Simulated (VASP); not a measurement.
# Zr3B (I4/mmm) in VASP: single point with PBE

Aim: the single point of Zr3B with PBE.

All numbers are computed with VASP 6.6.1; they aren't measurements. Logs are shortened: lines on timing, memory, paths and dates and some standing lists are left out, and cuts for length are marked.

## (1) The cell of the first run

Symmetry: I4/mmm, No. 139, tetragonal system. Conventional cell: a = 4.571 Å, b = 4.571 Å, c = 5.818 Å, α = 90.00°, β = 90.00°, γ = 90.00°. Zr (site symmetry mmm) has 4 Zr at 2.29 to 2.91 Å and 2 B at 2.29 Å within 3.0 Å. Within 3.0 Å of Zr (site symmetry 4/mmm) lie 4 Zr at 2.29 Å and 2 B at 2.91 Å. B (site symmetry 4/mmm) has 6 Zr at 2.29 to 2.91 Å within 3.0 Å.

## (2) Single point, PBE

File INCAR:

```
SYSTEM = Zr3B
PREC = Accurate
ENCUT = 520
EDIFF = 1E-6
ISMEAR = 0
SIGMA = 0.1
LREAL = .FALSE.
LASPH = .TRUE.
NELM = 80
ALGO = Normal
ISIF = 2
LWAVE = .FALSE.
LCHARG = .TRUE.
GGA = PE
LELF = .TRUE.
LVHAR = .TRUE.
NBANDS = 28
```

File KPOINTS:

```
Automatic mesh
0
G
  6 6 6
  0 0 0
```

File POSCAR:

```
Zr3B
1.0
   -2.2853671800      2.2853671800      2.9091134100
    2.2853671800     -2.2853671800      2.9091134100
    2.2853671800      2.2853671800     -2.9091134100
Zr B
3 1
Direct
    0.5000000000      0.0000000000      0.5000000000
    0.0000000000      0.5000000000      0.5000000000
    0.0000000000      0.0000000000      0.0000000000
    0.5000000000      0.5000000000      0.0000000000
```

Potentials or basis: VASP PAW PBE potentials, release 64 (Zr_sv, B).

Launch:

```bash
$ cat potpaw_PBE.64/Zr_sv/POTCAR potpaw_PBE.64/B/POTCAR > POTCAR
$ mpirun -np 1 vasp_std > vasp.out
```

OUTCAR:

```text
SYSTEM = Zr3B
   PREC = Accurate
   ENCUT = 520
   EDIFF = 1E-6
   ISMEAR = 0
   LREAL = .FALSE.
   LASPH = .TRUE.
   NELM = 80
   ISIF = 2
   GGA = PE

 ion  position               nearest neighbor table
   1  0.500  0.000  0.500-   3 2.29   4 2.29   4 2.29   3 2.29   2 2.91   2 2.91   2 3.23   2 3.23
                             2 3.23   2 3.23   3 3.70   3 3.70   3 3.70   3 3.70
   2  0.000  0.500  0.500-   3 2.29   4 2.29   3 2.29   4 2.29   1 2.91   1 2.91   1 3.23   1 3.23
                             1 3.23   1 3.23   3 3.70   3 3.70   3 3.70   3 3.70
   3  0.000  0.000  0.000-   1 2.29   2 2.29   2 2.29   1 2.29   4 2.91   4 2.91   2 3.70   2 3.70
                             1 3.70   1 3.70   2 3.70   1 3.70   1 3.70   2 3.70
   4  0.500  0.500  0.000-   1 2.29   2 2.29   1 2.29   2 2.29   3 2.91   3 2.91

  LATTYP: Found a body centered tetragonal cell.
 ALAT       =     4.5707343600
 C/A-ratio  =     1.2729304225

  Lattice vectors:

 A1 = (  -2.2853671800,   2.2853671800,   2.9091134100)
 A2 = (   2.2853671800,  -2.2853671800,   2.9091134100)
 A3 = (   2.2853671800,   2.2853671800,  -2.9091134100)

Analysis of symmetry for initial positions (statically):
=====================================================================
 Subroutine PRICEL returns:
 Original cell was already a primitive cell.

 Routine SETGRP: Setting up the symmetry group for a
 body centered tetragonal supercell.

 Subroutine GETGRP returns: Found 16 space group operations
 (whereof 16 operations were pure point group operations)
 out of a pool of 16 trial point group operations.

The static configuration has the point symmetry D_4h.

Analysis of symmetry for dynamics (positions and initial velocities):
=====================================================================
 Subroutine PRICEL returns:
 Original cell was already a primitive cell.

 Routine SETGRP: Setting up the symmetry group for a
 body centered tetragonal supercell.

 Subroutine GETGRP returns: Found 16 space group operations
 (whereof 16 operations were pure point group operations)
 out of a pool of 16 trial point group operations.

The dynamic configuration has the point symmetry D_4h.

 Subroutine INISYM returns: Found 16 space group operations
 (whereof 16 operations are pure point group operations),
 and found     1 'primitive' translations

----------------------------------------------------------------------------------------

                                     Primitive cell

  volume of cell :      60.7761

  direct lattice vectors                    reciprocal lattice vectors
    -2.285367180  2.285367180  2.909113410     0.000000000  0.218783224  0.171873671
     2.285367180 -2.285367180  2.909113410     0.218783224  0.000000000  0.171873671
     2.285367180  2.285367180 -2.909113410     0.218783224  0.218783224  0.000000000

  length of vectors
     4.348418923  4.348418923  4.348418923     0.278220520  0.278220520  0.309406203

  position of ions in fractional coordinates (direct lattice)
     0.500000000  0.000000000  0.500000000
     0.000000000  0.500000000  0.500000000
     0.000000000  0.000000000  0.000000000
     0.500000000  0.500000000  0.000000000

  ion indices of the primitive-cell ions
   primitive index   ion index
                 1           1
                 2           2
                 3           3
                 4           4

----------------------------------------------------------------------------------------

 KPOINTS: Automatic mesh

Automatic generation of k-mesh.
 Grid dimensions read from file:
 generate k-points for:    6    6    6

 Generating k-lattice:

  Cartesian coordinates                     Fractional coordinates (reciprocal lattice)
     0.000000000  0.036463871  0.028645612     0.166666667  0.000000000  0.000000000
     0.036463871  0.000000000  0.028645612     0.000000000  0.166666667  0.000000000
     0.036463871  0.036463871  0.000000000     0.000000000  0.000000000  0.166666667

  Length of vectors
     0.046370087  0.046370087  0.051567700

  Shift w.r.t. Gamma in fractional coordinates (k-lattice)
     0.000000000  0.000000000  0.000000000

 Subroutine IBZKPT returns following result:
 ===========================================

 Found     30 irreducible k-points:

 Following reciprocal coordinates:
            Coordinates               Weight
  0.000000  0.000000  0.000000      1.000000
  0.166667  0.000000 -0.000000      8.000000
  0.333333  0.000000 -0.000000      8.000000
  0.500000  0.000000 -0.000000      4.000000
  0.166667  0.166667 -0.000000      8.000000
  0.333333  0.166667 -0.000000     16.000000
[... 16 lines left out ...]
 -0.333333 -0.333333  0.166667      8.000000
 -0.166667 -0.333333  0.166667      8.000000
 [... further k-points ...]
   k-points           NKPTS =     30   k-points in BZ     NKDIM =     30   number of bands    NBANDS=     28
   number of dos      NEDOS =    301   number of ions     NIONS =      4
   total plane-waves  NPLWV =  32768
   dimension x,y,z NGX =    32 NGY =   32 NGZ =   32
   dimension x,y,z NGXF=    64 NGYF=   64 NGZF=   64
   ions per type =               3   1
   NGX,Y,Z   is equivalent  to a cutoff of  12.23, 12.23, 12.23 a.u.
   NGXF,Y,Z  is equivalent  to a cutoff of  24.47, 24.47, 24.47 a.u.
 SYSTEM =  Zr3B
   PREC   = accura    normal or accurate (medium, high low for compatibility)
   ISTART =      0    job   : 0-new  1-cont  2-samecut
   ICHARG =      2    charge: 1-file 2-atom 10-const
   ISPIN  =      1    spin polarized calculation?
   LNONCOLLINEAR =      F non collinear calculations
   LSORBIT =      F    spin-orbit coupling
   LASPH  =      T    aspherical Exc in radial PAW
   ENCUT  =  520.0 eV  38.22 Ry    6.18 a.u.   8.09  8.09  8.09*2*pi/ulx,y,z
   NELM   =     80;   NELMIN=  2; NELMDL= -5     # of ELM steps
   EDIFF  = 0.1E-05   stopping-criterion for ELM
   LREAL  =      F    real-space projection
   EDIFFG = 0.1E-04   stopping-criterion for IOM
   NSW    =      0    number of steps for IOM
   IBRION =     -1    ionic relax: 0-MD 1-quasi-New 2-CG
   NFREE  =      0    steps in history (QN), initial steepest desc. (CG)
   ISIF   =      2    stress and relaxation
   ISYM   =      2    0-nonsym 1-usesym 2-fastsym
   POTIM  = 0.5000    time-step for ionic-motion
   TEBEG  =    0.0;   TEEND  =   0.0 temperature during run
   PSTRESS=    0.0 pullay stress
   NELECT =      39.0000    total number of electrons
   NUPDOWN=      -1.0000    fix difference up-down
   EMIN   =  10.00;   EMAX   =-10.00  energy-range for DOS
   EFERMI =   0.00;   METHOD = LEGACY
   ISMEAR =     0;   SIGMA  =   0.10  broadening in eV -4-tet -1-fermi 0-gaus
   EFERMI_NEDOS =   21; number of points for ismear=-14 and -15
   IALGO  =     38    algorithm
   IMIX   =      4    mixing-type and parameters
     AMIX     =   0.40;   BMIX     =  1.00
     AMIX_MAG =   1.60;   BMIX_MAG =  1.00
  volume/ion in A,a.u.               =      15.19       102.53
  Fermi-wavevector in a.u.,A,eV,Ry     =   1.412057  2.668400 27.128716  1.993904
  Thomas-Fermi vector in A             =   2.533845
   LORBIT       =      0    0 simple, 1 ext, 2 COOP (PROOUT), +10 PAW based schemes
   GGA     = PE    functional components
   LHFCALC =     F    Hartree Fock is set to
   AEXX    =    0.0000 exact exchange contribution
   IVDW    =     0    specifies the selected vdW correction
   LEPSILON=     F    determine dielectric tensor
   LRPA    =     F    only Hartree local field effects (RPA)
 non-spin polarized calculation
 Gauss-broadening in eV      SIGMA  =   0.10
  energy-cutoff  :      520.00
  volume of cell :       60.78
 maximum number of plane-waves:      1656
   NGX = 17   NGY = 17   NGZ = 17

 number of electron      39.0000000 magnetization

 Free energy of the ion-electron system (eV)
  ---------------------------------------------------
  ext. energy  EPLUGINS =         0.00000000
  ---------------------------------------------------
  free energy    TOTEN  =       -24.94408066 eV

  energy without entropy =      -24.92906693  energy(sigma->0) =      -24.93657380

 E-fermi :  11.3023     XC(G=0): -12.1374

 val. band max:       11.2721890111   @ k =  -0.3333   0.3333   0.0000
 cond. band min:      11.3223593293   @ k =  -0.1667   0.1667   0.0000
 fundamental gap:      0.0501703183
 Fermi energy:        11.3023139515

 k-point     1 :       0.0000    0.0000    0.0000
  band No.  band energies     occupation
      1     -38.0192      2.00000
      2     -36.7663      2.00000
      3     -36.0151      2.00000
      4     -18.5828      2.00000
      5     -18.5828      2.00000
      6     -15.4367      2.00000
[... 20 lines left out ...]
     27      16.6256      0.00000
     28      19.4457      0.00000

 k-point     2 :       0.1667    0.0000   -0.0000
  band No.  band energies     occupation
      1     -37.9563      2.00000
      2     -36.7886      2.00000
      3     -36.0834      2.00000
      4     -18.5788      2.00000
      5     -18.2295      2.00000
      6     -15.4056      2.00000
[... 20 lines left out ...]
     27      16.6702      0.00000
     28      17.7849      0.00000

 k-point     3 :       0.3333    0.0000   -0.0000
  band No.  band energies     occupation
      1     -37.8052      2.00000
      2     -36.8602      2.00000
      3     -36.2171      2.00000
      4     -18.5706      2.00000
      5     -17.2455      2.00000
      6     -15.4486      2.00000
[... 20 lines left out ...]
     27      15.9769      0.00000
     28      17.2148      0.00000

 k-point     4 :       0.5000    0.0000   -0.0000
  band No.  band energies     occupation
      1     -37.7082      2.00000
      2     -36.9213      2.00000
      3     -36.2800      2.00000
      4     -18.5664      2.00000
      5     -16.0314      2.00000
      6     -15.6662      2.00000
[... 578 lines left out ...]
     27      16.5677      0.00000
     28      17.3146      0.00000

 k-point    23 :      -0.3333   -0.3333    0.1667
  band No.  band energies     occupation
      1     -37.8421      2.00000
      2     -36.8932      2.00000
      3     -36.1190      2.00000
      4     -18.2619      2.00000
      5     -18.2563      2.00000
      6     -15.8133      2.00000
[... 20 lines left out ...]
     27      16.7336      0.00000
     28      17.4359      0.00000

 k-point    24 :      -0.1667   -0.3333    0.1667
  band No.  band energies     occupation
      1     -37.9214      2.00000
      2     -36.8491      2.00000
      3     -36.0571      2.00000
      4     -18.6026      2.00000
      5     -18.2573      2.00000
      6     -15.6513      2.00000
[... 20 lines left out ...]
     27      17.4308      0.00000
     28      18.1676      0.00000

 [... further k-points ...]
[... 5 lines left out ...]
  --------------------------------------------------------------------------------------
  -------------------------------------------------------------------------------------
  Total       29.3869422     29.3869422      1.1156091      0.0000000     -0.0000000      0.0000000
  in kB      774.6978749    774.6978749     29.4096617      0.0000000     -0.0000000      0.0000000
  external PRESSURE =     526.2684705 kB  Pullay stress =       0.0000000 kB

 VOLUME and BASIS-vectors are now :
 -----------------------------------------------------------------------------
  energy-cutoff  :      520.00
  volume of cell :       60.78
      direct lattice vectors                 reciprocal lattice vectors
    -2.285367180  2.285367180  2.909113410     0.000000000  0.218783224  0.171873671
     2.285367180 -2.285367180  2.909113410     0.218783224  0.000000000  0.171873671
     2.285367180  2.285367180 -2.909113410     0.218783224  0.218783224  0.000000000

 POSITION                                       TOTAL-FORCE (eV/Angst)
 -----------------------------------------------------------------------------------
      0.00000      2.28537      0.00000         0.000000      0.000000     -0.000000
      2.28537      0.00000      0.00000        -0.000000     -0.000000     -0.000000
      0.00000      0.00000      0.00000        -0.000000     -0.000000      0.000000
      0.00000      0.00000      2.90911        -0.000000     -0.000000      0.000000
 -----------------------------------------------------------------------------------
    total drift:                               -0.000000     -0.000000      0.000000

  FREE ENERGIE OF THE ION-ELECTRON SYSTEM (eV)
  ---------------------------------------------------
  free  energy   TOTEN  =       -24.9440806604 eV

  energy  without entropy=      -24.9290669308  energy(sigma->0) =      -24.93657380
```

Run time: 22 s. Hardware: 1 thread of Intel Xeon 6975P-C (Granite Rapids), shared host; peak memory 0.19 GiB.

Results:

```
Free energy : -24.9441 eV
Pressure    : 52.6 GPa
```

Stress tensor (GPa, compression positive):
```
77.47  0.00  0.00
 0.00 77.47  0.00
 0.00  0.00  2.94
```
